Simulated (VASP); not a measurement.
Input of a VASP 6.6.1 run:

Contents of INCAR:

```
SYSTEM = CaH8
ALGO = Normal
EDIFF = 1E-6
ENCUT = 520
GGA = PE
ISIF = 2
ISMEAR = 0
LASPH = .True.
LCHARG = .False.
LREAL = .False.
LWAVE = .False.
NBANDS = 19
NELM = 60
PREC = Accurate
SIGMA = 0.1
```

Contents of KPOINTS:

```
k-points
0
Gamma
  4 4 4
  0 0 0
```

Contents of POSCAR:

```
CaH8
1.0
    0.0000000000      3.5410858019      3.5410858019
    3.5410858019      0.0000000000      3.5410858019
    3.5410858019      3.5410858019      0.0000000000
Ca H
1 8
Direct
    0.5000000000      0.5000000000      0.5000000000
    0.6807780636      0.6807780636      0.6807780636
    0.6807780636      0.6807780636     -0.0423341909
    0.6807780636     -0.0423341909      0.6807780636
   -0.0423341909      0.6807780636      0.6807780636
    0.3192219364      0.3192219364      1.0423341909
    0.3192219364      0.3192219364      0.3192219364
    0.3192219364      1.0423341909      0.3192219364
    1.0423341909      0.3192219364      0.3192219364
```

Potentials or basis: VASP PAW PBE potentials, release 64 (Ca_sv, H).

Command:

```console
$ cat potpaw_PBE.64/Ca_sv/POTCAR potpaw_PBE.64/H/POTCAR > POTCAR
$ mpirun -np 1 vasp_std > vasp.out
```

Q: Estimate the band gap on the k mesh.

A: Zero (filled and empty bands touch).

Q: Estimate the pressure.

A: 0.0 GPa.

Forces in eV/Å, atoms in the order of the input:
```
Ca   0.000  0.000  0.000
H   -0.001 -0.001 -0.001
H    0.001  0.001 -0.001
H    0.001 -0.001  0.001
H   -0.001  0.001  0.001
H   -0.001 -0.001  0.001
H    0.001  0.001  0.001
H   -0.001  0.001 -0.001
H    0.001 -0.001 -0.001
```

Caveat: the k points lie up to 0.38 Å⁻¹ apart.
